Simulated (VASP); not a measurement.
Input of a VASP 6.6.1 run:

INCAR

```
SYSTEM = KF
  PREC = Accurate
  ENCUT = 520
  EDIFF = 1E-7
  ISMEAR = 0
  SIGMA = 0.02
  LREAL = .FALSE.
  LASPH = .TRUE.
  NELM = 60
  ALGO = Normal
  ISIF = 2
  LWAVE = .FALSE.
  LCHARG = .TRUE.
  GGA = PE
  LELF = .TRUE.
  LVHAR = .TRUE.
  NBANDS = 15
```

KPOINTS

```
regular mesh
0
G
  8 8 8
  0 0 0
```

Contents of POSCAR:

```
KF
1.0
   -0.0032082000      2.6560153100      2.6401881900
    2.6945939150     -0.0456633800      2.6826433700
    2.6599453550      2.6638219300     -0.0110148200
K F
1 1
Direct
   -0.0765793903      0.0179371610      0.0088404713
    0.5765793903      0.4820628390      0.4911595287
```

Potentials or basis: VASP PAW PBE potentials, release 64 (K_sv, F).

Launch:

```sh
$ cat potpaw_PBE.64/K_sv/POTCAR potpaw_PBE.64/F/POTCAR > POTCAR
$ mpirun -np 1 vasp_std > vasp.out
```

Q: Estimate the pressure.

A: 4.8 GPa.

Q: What does it give for the band gap on the k mesh?

A: 6.13 eV, indirect (least direct gap 6.17 eV).

Q: Estimate the largest force.

A: 0.925 eV/Å.

Forces in eV/Å, atoms in the order of the input:
```
K   -0.133  0.737  0.542
F    0.133 -0.737 -0.542
```

Caveat: the cell differs from its parent crystal (atoms moved at random and the cell strained at random). A k mesh can miss the band edges.
